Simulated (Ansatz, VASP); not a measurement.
# One calculation of InO, two programs

```
CELL_PARAMETERS angstrom
3.45361 0.00000 0.00000
-1.72681 2.99092 0.00000
0.00000 0.00000 14.60693
ATOMIC_POSITIONS crystal
In 0.66667 0.33333 0.59002
In 0.66667 0.33333 0.40998
O 0.00000 0.00000 0.63987
O 0.00000 0.00000 0.36013
```

Change from the starting cell: strain +0.000 along x and y, -0.080 along z, atoms carried along.

Alike in both runs: task single point; functional PBE; k mesh 12 × 12 × 2; occupations gaussian, width 0.03 eV; no spin polarisation.

```csv
,VASP,Ansatz
version,VASP 6.6.1,Ansatz 0.2.0
potentials or method,"VASP PAW PBE potentials, release 64 (In_d, O), cutoff 520 eV","scalar-relativistic, plane waves, PAW"
valence electrons in the cell,38,38
```

Ansatz gave:

* gap on the k mesh at the Fermi level (eV): 0.62
* least direct gap on the mesh (eV): 1.25
* rms of the force components (eV/Å): 0.463

Which values does VASP return?

gap on the k mesh at the Fermi level (eV): 0.61; least direct gap on the mesh (eV): 1.24; rms of the force components (eV/Å): 0.458.

Atom by atom the forces differ by 0.020 eV/Å (rms over components).
